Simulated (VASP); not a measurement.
Write the native input for VASP 6.6.1 that does the following.

* Task: single point
* Functional: LDA
* Potentials or basis: VASP PAW LDA potentials, release 64 (Zn, O)
* Cutoff: 600 eV
* k mesh: 4 × 4 × 4
* Occupations: fermi-dirac, width 0.02 eV
* Spin: no spin polarisation
* Dipole correction: no
* Further INCAR settings: ALGO = Normal; EDIFF = 1e-06; NBANDS = 26

The structure of ZnO lies in POSCAR:

```
ZnO
1.0
    3.2493080000      0.0000000000      0.0000000000
   -1.6246540000      2.8139830000      0.0000000000
    0.0000000000      0.0000000000      5.2057090000
Zn O
2 2
Direct
    0.3333333333      0.6666666667      0.5000000000
    0.6666666667      0.3333333333      0.0000000000
    0.6666666667      0.3333333333      0.3790100000
    0.3333333333      0.6666666667      0.8790100000
```

The input as run:

INCAR

```
PREC = Accurate
ENCUT = 600
EDIFF = 1E-6
ISMEAR = -1
SIGMA = 0.02
LREAL = F
LASPH = T
NELM = 120
ALGO = Normal
ISIF = 2
LWAVE = F
LCHARG = F
GGA = CA
NBANDS = 26
GGA_COMPAT = F
```

KPOINTS

```
Automatic mesh
0
Gamma
  4 4 4
```

Potentials or basis: VASP PAW LDA potentials, release 64 (Zn, O).

The run is started by

```sh
$ cat potpaw_LDA.64/Zn/POTCAR potpaw_LDA.64/O/POTCAR > POTCAR
$ mpirun -np 1 vasp_std > vasp.out
```

It gave:

```yaml
Pressure: -6.3 GPa
Largest_force: 0.050 eV/Å
Band_gap_on_the_k_mesh: 0.73 eV
```

Caveat: the k points lie up to 0.56 Å⁻¹ apart; semilocal functionals underestimate gaps, and a narrow one can read as zero.

It took 51 s on 1 thread of Intel Xeon 8259CL, with other jobs on the host, peak memory 0.12 GiB.
